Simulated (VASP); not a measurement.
Runs of VASP 6.6.1 on C. The structure is that of space group Fd-3m (No. 227), or close to it. The cells are those of the table. 

| task | cell | cutoff (eV) | gap on the mesh (eV) | pressure (GPa) |
| --- | --- | --- | --- | --- |
| relaxation of cell and atoms | relaxed to -2 GPa from a = 2.497 Å, angles 60.0, 60.0, 90.0°, 2 atoms | 600 | (a) | -2.0 |
| single point | a = 2.494 Å, angles 60.0, 60.0, 90.0°, 2 atoms | 520 | 4.21 | 3.6 |
| relaxation of cell and atoms | relaxed to 15 GPa from a = 2.497 Å, angles 60.0, 60.0, 90.0°, 2 atoms | 600 | 4.27 | 14.9 |
| single point | a = 2.501 Å, angles 60.0, 60.0, 90.0°, 2 atoms | 520 | 4.19 | (b) |
| relaxation of cell and atoms | relaxed to 2 GPa from a = 2.497 Å, angles 60.0, 60.0, 90.0°, 2 atoms | 600 | 4.20 | 2.0 |

Alike in all rows: level LDA; potentials or basis VASP PAW LDA potentials, release 64 (C); no spin polarisation; k mesh 12 × 12 × 12; smearing gaussian 0.01 eV.

Problem. Fill in the values left out.

Solution. (a) 4.18; (b) -0.4.

Caveats: the cell is relaxed towards a set pressure, so the enthalpy falls and the energy may rise (some runs).

A k mesh can miss the band edges.
